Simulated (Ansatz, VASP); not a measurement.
Given: the input of a run of VASP 6.6.1 on HgTe.

The input INCAR:

```
SYSTEM = HgTe
ALGO = Normal
EDIFF = 1E-7
ENCUT = 520
GGA = CA
GGA_COMPAT = .FALSE.
ISIF = 2
ISMEAR = 0
LASPH = .TRUE.
LCHARG = .FALSE.
LNONCOLLINEAR = .TRUE.
LORBIT = 11
LORBMOM = .TRUE.
LREAL = .FALSE.
LSORBIT = .TRUE.
LWAVE = .FALSE.
MAGMOM = 0 0 0 0 0 0
NBANDS = 30
NELM = 150
PREC = Accurate
SIGMA = 0.05
```

KPOINTS

```
k-points
0
G
  7 7 7
  0 0 0
```

The input POSCAR:

```
HgTe
1.0
   -3.0456030000      3.0456030000      1.5594100000
    3.0456030000     -3.0456030000      1.5594100000
    3.0456030000      3.0456030000     -1.5594100000
Hg Te
1 1
Direct
    0.7500000000      0.2500000000      0.5000000000
    0.0000000000      0.0000000000      0.0000000000
```

Potentials or basis: VASP PAW LDA potentials, release 64 (Hg, Te).

Command:

```sh
$ cat potpaw_LDA.64/Hg/POTCAR potpaw_LDA.64/Te/POTCAR > POTCAR
$ mpirun -np 1 vasp_ncl > vasp.out
```

**Question.** Set up the same calculation for Ansatz 0.2.0. Potentials there: all-electron LAPW, relativistic spinors.

**Answer.** As run (the cutoff follows the program's own potentials):

File input.yaml:

```yaml
crystal:
  lattice:
    - [-3.045603, 3.045603, 1.55941]
    - [3.045603, -3.045603, 1.55941]
    - [3.045603, 3.045603, -1.55941]
  atoms:
    - { symbol: Hg, position: [0.75, 0.25, 0.5] }
    - { symbol: Te, position: [0.0, 0.0, 0.0] }
kpoints:
  mp_grid: { grid: [7, 7, 7] }
scf:
  occupations: { method: gaussian, width: 0.05 }
hamiltonian:
  xc: lda
  pseudopotentials: { kind: all_electron, lapw: { basis_error: 0.001 } }
magnetization:
  noncollinear: true
  spin_orbit: true
output:
  forces: true
  stress: true
  eigenvalues: true
```

Potentials or basis: all-electron LAPW, relativistic spinors.

The run is started by

```bash
$ ansatz run input.yaml --threads 1 --pin off --max-ram 3072MiB --backend cpu --events-out ev --progress --plain --runs-dir out
```

Both were run:

|  | VASP | Ansatz | Ansatz less VASP |
| --- | --- | --- | --- |
| pressure (GPa) | -5.0 | -5.3 | -0.29 |
| traceless stress, the component that is largest in VASP (GPa) | -2.32 | -2.28 | +0.047 |
| net moment per atom (μB) | 0.00 | 0.00 | 0.000 |

LDA's correlation is that of Perdew and Zunger in VASP and of Perdew and Wang (1992) in Ansatz. Ansatz ran all-electron here, and VASP with PAW potentials.

Noted on Ansatz's run: the k mesh is thin for a metal, which can move the energy by tens of meV per atom.
